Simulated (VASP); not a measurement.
# BN (C2/m) in VASP: notebook

BN is run at these levels: PBE+D3(BJ); tasks: single point.

Program: VASP 6.6.1. These are calculated values, not measurements. Logs are shortened: lines on timing, memory, paths and dates and some standing lists are left out, and cuts for length are marked.

## 1. The cell of the first run

The structure is monoclinic, space group C2/m (No. 12). Conventional cell: a = 4.337 Å, b = 2.504 Å, c = 13.342 Å, α = 90.00°, β = 93.11°, γ = 90.00°. Within 1.9 Å of B (site symmetry m) lie 3 N at 1.45 Å. B (site symmetry m) has 3 N at 1.45 Å within 1.9 Å. Within 1.9 Å of N (site symmetry m) lie 3 B at 1.45 Å. N (site symmetry m) has 3 B at 1.45 Å within 1.9 Å.

## 2. Single point, PBE+D3(BJ)

Input file INCAR:

```
SYSTEM = BN
PREC     = Accurate       ! precision mode
ENCUT    = 520            ! plane-wave cutoff, eV
EDIFF    = 1E-6           ! SCF threshold, eV
ISMEAR   = 0              ! smearing method
SIGMA    = 0.05           ! smearing width, eV
LREAL    = .FALSE.        ! projectors in reciprocal space
LASPH    = .TRUE.         ! aspherical terms in the spheres
NELM     = 80             ! most SCF steps
ALGO     = Normal         ! electronic algorithm
ISIF     = 2              ! what is computed and relaxed
LWAVE    = .FALSE.        ! write WAVECAR
LCHARG   = .FALSE.        ! write CHGCAR
GGA      = PE             ! functional
IVDW     = 12             ! dispersion correction
NBANDS   = 26             ! bands
```

Input file KPOINTS:

```
regular mesh
0
G
  10 10 2
  0 0 0
```

Input file POSCAR:

```
BN
1.0
   -2.5039917043      0.0000000000      0.0000000000
   -1.2519958521     -2.1685204268      0.0000000000
   -0.6261231257     -0.3614923552     13.3224000000
B N
4 4
Direct
    0.1874708333      0.1874708333      0.8750000000
    0.2708208333      0.2708208333      0.3750000000
    0.6458291667      0.6458291667      0.1250000000
    0.5624791667      0.5624791667      0.6250000000
    0.3124958333      0.3124958333      0.1250000000
    0.2291458333      0.2291458333      0.6250000000
    0.5208041667      0.5208041667      0.8750000000
    0.6041541667      0.6041541667      0.3750000000
```

Potentials or basis: VASP PAW PBE potentials, release 64 (B, N).

On the command line:

```
$ cat potpaw_PBE.64/B/POTCAR potpaw_PBE.64/N/POTCAR > POTCAR
$ mpirun -np 1 vasp_std > vasp.out
```

OUTCAR:

```text
SYSTEM = BN
   PREC = Accurate
   ENCUT = 520
   EDIFF = 1E-6
   ISMEAR = 0
   LREAL = .FALSE.
   LASPH = .TRUE.
   NELM = 80
   ISIF = 2
   GGA = PE
   IVDW = 12
 IVDW          = 12

 ion  position               nearest neighbor table
   1  0.187  0.187  0.875-   7 1.45   7 1.45   7 1.45
   2  0.271  0.271  0.375-   8 1.45   8 1.45   8 1.45
   3  0.646  0.646  0.125-   5 1.45   5 1.45   5 1.45
   4  0.562  0.562  0.625-   6 1.45   6 1.45   6 1.45
   5  0.312  0.312  0.125-   3 1.45   3 1.45   3 1.45
   6  0.229  0.229  0.625-   4 1.45   4 1.45   4 1.45
   7  0.521  0.521  0.875-   1 1.45   1 1.45   1 1.45
   8  0.604  0.604  0.375-   2 1.45   2 1.45   2 1.45

  LATTYP: Found a base centered monoclinic cell.
 ALAT       =     4.3370408535
 B/A-ratio  =     0.5773502692
 C/A-ratio  =     3.0762917904
 COS(beta)  =    -0.0541886178

  Lattice vectors:

 A1 = (   2.5039917043,   0.0000000000,   0.0000000000)
 A2 = (   1.2519958521,   2.1685204268,   0.0000000000)
 A3 = (  -0.6261231257,  -0.3614923552,  13.3224000000)

Analysis of symmetry for initial positions (statically):
=====================================================================
 Subroutine PRICEL returns:
 Original cell was already a primitive cell.

 Routine SETGRP: Setting up the symmetry group for a
 base centered monoclinic supercell.

 Subroutine GETGRP returns: Found  4 space group operations
 (whereof  2 operations were pure point group operations)
 out of a pool of  4 trial point group operations.

The static configuration has the point symmetry C_1h.
 The point group associated with its full space group is C_2h.

Analysis of symmetry for dynamics (positions and initial velocities):
=====================================================================
 Subroutine PRICEL returns:
 Original cell was already a primitive cell.

 Routine SETGRP: Setting up the symmetry group for a
 base centered monoclinic supercell.

 Subroutine GETGRP returns: Found  4 space group operations
 (whereof  2 operations were pure point group operations)
 out of a pool of  4 trial point group operations.

The dynamic configuration has the point symmetry C_1h.
 The point group associated with its full space group is C_2h.

 Subroutine INISYM returns: Found  4 space group operations
 (whereof  2 operations are pure point group operations),
 and found     1 'primitive' translations

----------------------------------------------------------------------------------------
[... 111 lines left out ...]
   ISIF   =      2    stress and relaxation
   ISYM   =      2    0-nonsym 1-usesym 2-fastsym
   POTIM  = 0.5000    time-step for ionic-motion
   TEBEG  =    0.0;   TEEND  =   0.0 temperature during run
   PSTRESS=    0.0 pullay stress
   NELECT =      32.0000    total number of electrons
   NUPDOWN=      -1.0000    fix difference up-down
   EMIN   =  10.00;   EMAX   =-10.00  energy-range for DOS
   EFERMI =   0.00;   METHOD = LEGACY
   ISMEAR =     0;   SIGMA  =   0.05  broadening in eV -4-tet -1-fermi 0-gaus
   EFERMI_NEDOS =   21; number of points for ismear=-14 and -15
   IALGO  =     38    algorithm
   IMIX   =      4    mixing-type and parameters
     AMIX     =   0.40;   BMIX     =  1.00
     AMIX_MAG =   1.60;   BMIX_MAG =  1.00
  volume/ion in A,a.u.               =       9.04        61.02
  Fermi-wavevector in a.u.,A,eV,Ry     =   1.247379  2.357205 21.170055  1.555955
  Thomas-Fermi vector in A             =   2.381514
   LORBIT       =      0    0 simple, 1 ext, 2 COOP (PROOUT), +10 PAW based schemes
   GGA     = PE    functional components
   LHFCALC =     F    Hartree Fock is set to
   AEXX    =    0.0000 exact exchange contribution
   IVDW    =    12    specifies the selected vdW correction
   LEPSILON=     F    determine dielectric tensor
   LRPA    =     F    only Hartree local field effects (RPA)
 non-spin polarized calculation
 Gauss-broadening in eV      SIGMA  =   0.05
  energy-cutoff  :      520.00
  volume of cell :       72.34
 maximum number of plane-waves:      1972
   NGX =  9   NGY =  9   NGZ = 49

 number of electron      31.9999996 magnetization

 Free energy of the ion-electron system (eV)
  ---------------------------------------------------
  ext. energy  EPLUGINS =         0.00000000
  ---------------------------------------------------
  free energy    TOTEN  =       -70.29642910 eV

  energy without entropy =      -70.29642910  energy(sigma->0) =      -70.29642910

 E-fermi :   2.5760     XC(G=0): -10.0494

 val. band max:        2.3660442300   @ k =  -0.3000   0.3000  -0.0000
 cond. band min:       6.3864827255   @ k =   0.5000   0.0000   0.0000
 fundamental gap:      4.0204384954
 Fermi energy:         2.5760462604

 k-point     1 :       0.0000    0.0000    0.0000
  band No.  band energies     occupation
      1     -15.5461      2.00000
      2     -15.4069      2.00000
      3     -15.4068      2.00000
      4     -15.2587      2.00000
      5      -3.9499      2.00000
      6      -3.0235      2.00000
[... 685 lines left out ...]
     25      14.3722      0.00000
     26      14.6390      0.00000

 [... further k-points ...]

------------------------ aborting loop because EDIFF is reached ----------------------------------------

 Edisp (eV)   -1.12494

 E8    (eV) :    -0.3293

  FORCE on cell =-STRESS in cart. coord.  units (eV):
  Direction    XX          YY          ZZ          XY          YZ          ZX
  --------------------------------------------------------------------------------------
  -------------------------------------------------------------------------------------
  Total       0.53264     0.49935    -0.01062     0.02882     0.05317     0.09209
  in kB      11.79675    11.05960    -0.23513     0.63839     1.17752     2.03952
  external pressure =        7.54 kB  Pullay stress =        0.00 kB

 VOLUME and BASIS-vectors are now :
 -----------------------------------------------------------------------------
  energy-cutoff  :      520.00
  volume of cell :       72.34
      direct lattice vectors                 reciprocal lattice vectors
    -2.503991704  0.000000000  0.000000000    -0.399362345  0.230571958 -0.012512760
    -1.251995852 -2.168520427  0.000000000     0.000000000 -0.461143915 -0.012512760
    -0.626123126 -0.361492355 13.322400000     0.000000000  0.000000000  0.075061550

 POSITION                                       TOTAL-FORCE (eV/Angst)
 -----------------------------------------------------------------------------------
     -1.25200     -0.72284     11.65710         0.003479      0.002008     -0.025892
     -1.25200     -0.72284      4.99590         0.000074      0.000042      0.000228
     -2.50399     -1.44568      1.66530        -0.003479     -0.002008      0.025892
     -2.50399     -1.44568      8.32650        -0.000074     -0.000042     -0.000228
     -1.25200     -0.72284      1.66530         0.031192      0.018008      0.014038
     -1.25200     -0.72284      8.32650         0.000069      0.000040     -0.000186
     -2.50399     -1.44568     11.65710        -0.031192     -0.018008     -0.014038
     -2.50399     -1.44568      4.99590        -0.000069     -0.000040      0.000186
 -----------------------------------------------------------------------------------
    total drift:                               -0.000008     -0.000004     -0.000006

  FREE ENERGIE OF THE ION-ELECTRON SYSTEM (eV)
  ---------------------------------------------------
  free  energy   TOTEN  =       -71.4213656777 eV

  energy  without entropy=      -71.4213656777  energy(sigma->0) =      -71.42136568
```

stdout:

```text
POSCAR found type information on POSCAR B N
 POSCAR found :  2 types and       8 ions
 scaLAPACK will be used
 LDA part: xc-table for (Slater+PW92), standard interpolation
 POSCAR, INCAR and KPOINTS ok, starting setup
 FFT: planning ... GRIDC
 FFT: planning ... GRID_SOFT
 FFT: planning ... GRID
 WAVECAR not read
 entering main loop
```

It took 46 s on 1 thread of Intel Xeon 6975P-C (Granite Rapids), shared host; peak memory 0.24 GiB.

What came out:

* Free energy: -71.4214 eV
* Pressure: 0.8 GPa
* Largest force: 0.039 eV/Å
* Band gap on the k mesh: 4.02 eV (least direct gap 4.47 eV)
* Dispersion energy per atom: -0.141 eV

Forces in eV/Å, atoms in the order of the input:
```
B    0.003  0.002 -0.026
B    0.000  0.000  0.000
B   -0.003 -0.002  0.026
B    0.000  0.000  0.000
N    0.031  0.018  0.014
N    0.000  0.000  0.000
N   -0.031 -0.018 -0.014
N    0.000  0.000  0.000
```

Levels at points of the mesh, in eV from the valence-band top:
| k point | band 12 | band 13 | band 14 | band 15 | band 16 | band 17 | band 18 | band 19 | band 20 | band 21 |
| --- | --- | --- | --- | --- | --- | --- | --- | --- | --- | --- |
| (0.00, 0.00, 0.00) | -1.44 | -1.43 | -1.42 | -1.41 | -1.41 | 5.12 | 7.46 | 7.47 | 10.14 | 11.45 |
| (0.50, 0.00, 0.00) | -4.20 | -1.57 | -1.06 | -1.01 | -0.50 | 4.02 | 4.56 | 4.71 | 5.60 | 9.38 |
| (0.50, 0.50, 0.00) | -4.20 | -1.45 | -1.21 | -0.85 | -0.66 | 4.25 | 4.31 | 5.09 | 5.29 | 9.48 |
| (0.00, 0.00, 0.50) | -1.44 | -1.42 | -1.42 | -1.41 | -1.41 | 5.81 | 5.82 | 9.24 | 9.27 | 11.44 |
| (0.50, 0.00, 0.50) | -4.20 | -1.43 | -1.39 | -0.70 | -0.62 | 4.06 | 4.29 | 5.19 | 5.35 | 9.50 |
| (0.50, 0.50, 0.50) | -4.20 | -1.45 | -1.19 | -0.92 | -0.62 | 4.10 | 4.68 | 4.77 | 5.39 | 9.55 |

## 3. Single point, PBE+D3(BJ)

Input file INCAR:

```
SYSTEM = BN
  ALGO = Normal
  EDIFF = 1E-7
  ENCUT = 520
  GGA = PE
  ISIF = 2
  ISMEAR = 0
  IVDW = 12
  LASPH = .True.
  LCHARG = .False.
  LREAL = .False.
  LWAVE = .False.
  NBANDS = 26
  NELM = 100
  PREC = Accurate
  SIGMA = 0.05
```

Input file KPOINTS:

```
k-points
0
Gamma
  10 10 2
  0 0 0
```

Input file POSCAR:

```
BN
1.0
   -2.5039917043      0.0000000000      0.0000000000
   -1.2519958521     -2.1685204268      0.0000000000
   -1.8779937782     -1.0842602134     13.3224000000
B N
4 4
Direct
   -0.1041666667     -0.1041666667      0.8750000000
    0.1458333333      0.1458333333      0.3750000000
    0.6041666667      0.6041666667      0.1250000000
    0.3541666667      0.3541666667      0.6250000000
    0.2708333333      0.2708333333      0.1250000000
    0.0208333333      0.0208333333      0.6250000000
    0.2291666667      0.2291666667      0.8750000000
    0.4791666667      0.4791666667      0.3750000000
```

Potentials or basis: VASP PAW PBE potentials, release 64 (B, N).

On the command line:

```
$ cat potpaw_PBE.64/B/POTCAR potpaw_PBE.64/N/POTCAR > POTCAR
$ mpirun -np 1 vasp_std > vasp.out
```

Wall time 53 s (1 thread of Intel Xeon 6975P-C (Granite Rapids), shared host); peak memory 0.24 GiB.

The run converged. Its results:

* Free energy: -71.4202 eV
* Pressure: 0.7 GPa
* Largest force: 0.045 eV/Å
* Band gap on the k mesh: 4.00 eV (least direct gap 4.25 eV)
* Dispersion energy per atom: -0.141 eV

Forces on the atoms (eV/Å):
```
B   -0.013 -0.008 -0.030
B    0.000  0.000  0.001
B    0.013  0.008  0.030
B    0.000  0.000 -0.001
N   -0.038 -0.022  0.012
N    0.000  0.000  0.000
N    0.038  0.022 -0.012
N    0.000  0.000  0.000
```

Stress tensor (GPa, compression positive):
```
 1.11  0.00 -0.18
 0.00  1.10 -0.10
-0.18 -0.10 -0.02
```

Levels at points of the mesh, in eV from the valence-band top:
```csv
k point,band 12,band 13,band 14,band 15,band 16,band 17,band 18,band 19,band 20,band 21
"(0.00, 0.00, 0.00)",-1.42,-1.41,-1.40,-1.40,-1.39,5.14,7.47,7.49,10.15,11.46
"(0.50, 0.00, 0.00)",-4.18,-1.48,-1.07,-0.99,-0.54,4.00,4.64,4.78,5.57,9.54
"(0.50, 0.50, 0.00)",-4.18,-1.38,-1.37,-0.67,-0.66,4.26,4.30,5.15,5.23,9.42
"(0.00, 0.00, 0.50)",-1.41,-1.41,-1.40,-1.40,-1.39,5.82,5.84,9.24,9.29,11.45
"(0.50, 0.00, 0.50)",-4.18,-1.40,-1.30,-0.71,-0.67,4.07,4.33,5.25,5.34,9.52
"(0.50, 0.50, 0.50)",-4.18,-1.53,-1.02,-1.01,-0.53,4.20,4.61,4.67,5.49,9.32
```

A k mesh can miss the band edges.

## 4. Single point, PBE+D3(BJ)

This run uses another cell than the first one, of the same volume but with other edges.

Input file INCAR:

```
PREC = Accurate
ENCUT = 520
EDIFF = 1E-6
ISMEAR = 0
SIGMA = 0.05
LREAL = F
LASPH = T
NELM = 60
ALGO = Normal
ISIF = 2
LWAVE = F
LCHARG = T
GGA = PE
IVDW = 12
LELF = T
LVHAR = T
NBANDS = 26
```

Input file KPOINTS:

```
Automatic mesh
0
Gamma
  10 10 2
```

Input file POSCAR:

```
BN
1.0
   -2.5039917043      0.0000000000      0.0000000000
   -1.2519958521     -2.1685204268      0.0000000000
   -3.1298644308     -1.8070280717     13.3224000000
B N
4 4
Direct
   -0.3958041667     -0.3958041667      0.8750000000
    0.0208458333      0.0208458333      0.3750000000
    0.5625041667      0.5625041667      0.1250000000
    0.1458541667      0.1458541667      0.6250000000
    0.2291708333      0.2291708333      0.1250000000
   -0.1874791667     -0.1874791667      0.6250000000
   -0.0624708333     -0.0624708333      0.8750000000
    0.3541791667      0.3541791667      0.3750000000
```

On the command line:

```
$ cat potpaw_PBE.64/B/POTCAR potpaw_PBE.64/N/POTCAR > POTCAR
$ mpirun -np 1 vasp_std > vasp.out
```

Wall time 50 s (1 thread of Intel Xeon 6975P-C (Granite Rapids), shared host); peak memory 0.24 GiB.

Results (log left out):

```
Free energy                : -71.4297 eV
Pressure                   : 0.7 GPa
Largest force              : 0.017 eV/Å
Band gap on the k mesh     : 3.99 eV (least direct gap 4.29 eV)
Dispersion energy per atom : -0.141 eV
```

Forces on the atoms (eV/Å):
```
B    0.010  0.006 -0.012
B    0.000  0.000  0.000
B   -0.010 -0.006  0.012
B    0.000  0.000  0.000
N    0.006  0.004  0.001
N    0.000  0.000  0.000
N   -0.006 -0.004 -0.001
N    0.000  0.000  0.000
```

Stress tensor (GPa, compression positive):
```
 1.14 -0.07 -0.02
-0.07  1.22 -0.01
-0.02 -0.01 -0.22
```

Levels at points of the mesh, in eV from the valence-band top:
```
           k point  band 12  band 13  band 14  band 15  band 16  band 17  band 18  band 19  band 20  band 21
(0.00, 0.00, 0.00)    -1.37    -1.37    -1.36    -1.35    -1.35     5.18     7.52     7.54    10.21    11.50
(0.50, 0.00, 0.00)    -4.14    -1.35    -1.25    -0.74    -0.60     4.25     4.57     5.00     5.33     9.60
(0.50, 0.50, 0.00)    -4.13    -1.48    -0.99    -0.97    -0.45     3.99     4.62     4.83     5.71     9.55
(0.00, 0.00, 0.50)    -1.37    -1.37    -1.36    -1.35    -1.35     5.87     5.88     9.30     9.33    11.50
(0.50, 0.00, 0.50)    -4.14    -1.44    -1.04    -0.90    -0.55     4.34     4.50     4.90     5.43     9.45
(0.50, 0.50, 0.50)    -4.14    -1.34    -1.34    -0.64    -0.58     4.02     4.37     5.25     5.50     9.59
```

A k mesh can miss the band edges.

## 5. Single point, PBE+D3(BJ)

Input file INCAR:

```
SYSTEM = BN
PREC = Accurate
ENCUT = 520
EDIFF = 1E-6
ISMEAR = 0
SIGMA = 0.05
LREAL = .FALSE.
LASPH = .TRUE.
NELM = 80
ALGO = Normal
ISIF = 2
LWAVE = .FALSE.
LCHARG = .FALSE.
GGA = PE
IVDW = 12
NBANDS = 26
```

Input file KPOINTS:

```
regular mesh
0
G
  10 10 2
  0 0 0
```

Input file POSCAR:

```
BN
1.0
   -2.5039917043      0.0000000000      0.0000000000
   -1.2519958521     -2.1685204268      0.0000000000
   -0.3128737635     -0.1806377516     13.3224000000
B N
4 4
Direct
    0.2604458333      0.2604458333      0.8750000000
    0.3020958333      0.3020958333      0.3750000000
    0.6562541667      0.6562541667      0.1250000000
    0.6146041667      0.6146041667      0.6250000000
    0.3229208333      0.3229208333      0.1250000000
    0.2812708333      0.2812708333      0.6250000000
    0.5937791667      0.5937791667      0.8750000000
    0.6354291667      0.6354291667      0.3750000000
```

On the command line:

```
$ cat potpaw_PBE.64/B/POTCAR potpaw_PBE.64/N/POTCAR > POTCAR
$ mpirun -np 1 vasp_std > vasp.out
```

Run time: 49 s. Hardware: 1 thread of Intel Xeon 6975P-C (Granite Rapids), shared host; peak memory 0.24 GiB.

Results (log left out):

```yaml
Free_energy: -71.4311 eV
Pressure: 0.7 GPa
Largest_force: 0.020 eV/Å
Band_gap_on_the_k_mesh: 4.13 eV (least direct gap 4.57 eV)
Dispersion_energy_per_atom: -0.141 eV
```

Forces in eV/Å, atoms in the order of the input:
```
B    0.000  0.000 -0.007
B    0.000  0.000  0.000
B    0.000  0.000  0.007
B    0.000  0.000  0.000
N    0.017  0.010  0.003
N    0.000  0.000  0.000
N   -0.017 -0.010 -0.003
N    0.000  0.000  0.000
```

Stress tensor (GPa, compression positive):
```
 1.24  0.05  0.12
 0.05  1.18  0.07
 0.12  0.07 -0.25
```

Levels at points of the mesh, in eV from the valence-band top:
| k point | band 14 | band 15 | band 16 | band 17 | band 18 | band 19 |
| --- | --- | --- | --- | --- | --- | --- |
| (0.00, 0.00, 0.00) | -1.39 | -1.37 | -1.37 | 5.16 | 7.51 | 7.51 |
| (0.50, 0.00, 0.00) | -1.01 | -0.97 | -0.48 | 4.13 | 4.62 | 4.72 |
| (0.50, 0.50, 0.00) | -1.06 | -0.92 | -0.58 | 4.31 | 4.50 | 4.86 |
| (0.00, 0.00, 0.50) | -1.38 | -1.38 | -1.38 | 5.86 | 5.86 | 9.30 |
| (0.50, 0.00, 0.50) | -1.35 | -0.65 | -0.60 | 4.18 | 4.31 | 5.23 |
| (0.50, 0.50, 0.50) | -1.27 | -0.76 | -0.62 | 4.24 | 4.54 | 5.01 |

A k mesh can miss the band edges.

(Continued in part 2 of 2.)
